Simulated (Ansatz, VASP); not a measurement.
Si: VASP beside Ansatz

```xyz
2
Lattice="0.0000 2.7222 2.7222 2.7222 0.0000 2.7222 2.7222 2.7222 0.0000" Properties=species:S:1:pos:R:3 pbc="T T T"
Si    4.0832    4.0832    4.0832
Si    2.7222    2.7222    2.7222
```

Alike in both runs: functional r2SCAN; k mesh 8 × 8 × 8; occupations fermi-dirac, width 0.02 eV; no spin polarisation.

Ansatz relaxed the structure, and its values are those at the end. VASP's run is a single point on that final structure, the one shown.

|  | VASP | Ansatz |
| --- | --- | --- |
| version | VASP 6.6.1 | Ansatz 0.2.0 |
| potentials or method | VASP PAW PBE potentials, release 64 (Si), cutoff 550 eV | plane waves, PAW |
| valence electrons in the cell | 8 | 8 |

VASP gave:

```
pressure (GPa) : -0.2
```

Q: What did Ansatz give for the same quantities?

A: Pressure (GPa): 0.0.

VASP's potentials were made for PBE, not for r2SCAN. With one functional, cell and mesh, what is left measures potentials, basis and numerics.
